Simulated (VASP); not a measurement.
Here is a VASP 6.6.1 calculation.

File INCAR:

```
SYSTEM = Ta2H
PREC     = Accurate       ! precision mode
ENCUT    = 520            ! plane-wave cutoff, eV
EDIFF    = 1E-7           ! SCF threshold, eV
ISMEAR   = 0              ! smearing method
SIGMA    = 0.1            ! smearing width, eV
LREAL    = .False.        ! projectors in reciprocal space
LASPH    = .True.         ! aspherical terms in the spheres
NELM     = 60             ! most SCF steps
ALGO     = Normal         ! electronic algorithm
ISIF     = 2              ! what is computed and relaxed
LWAVE    = .False.        ! write WAVECAR
LCHARG   = .False.        ! write CHGCAR
GGA      = PS             ! functional
NBANDS   = 18             ! bands
```

Contents of KPOINTS:

```
regular mesh
0
Gamma
  12 12 12
  0 0 0
```

POSCAR

```
Ta2H
1.0
    3.2798571875      0.0000000000      0.0000000000
    0.0000000000      3.2798571875      0.0000000000
    0.0000000000      0.0000000000      3.3251057035
Ta H
2 1
Direct
    0.5000000000      0.0000000000      0.7396894217
    0.0000000000      0.5000000000      0.2603105783
    0.0000000000      0.0000000000      0.0000000000
```

Potentials or basis: VASP PAW PBE potentials, release 64 (Ta_pv, H).

The run is started by

```console
$ cat potpaw_PBE.64/Ta_pv/POTCAR potpaw_PBE.64/H/POTCAR > POTCAR
$ mpirun -np 1 vasp_std > vasp.out
```

What does it give for the pressure?

15.0 GPa.

Predict the largest force.

0.014 eV/Å.

Stress tensor (GPa, compression positive):
```
15.53  0.00  0.00
 0.00 15.53  0.00
 0.00  0.00 13.91
```

Caveat: the cell differs from its parent crystal (equal strain along all axes, cell held: -2.0 %, then relaxed in part); the cell stands under pressure; the PAW data sets were made with another functional, which shifts forces and pressure a little.
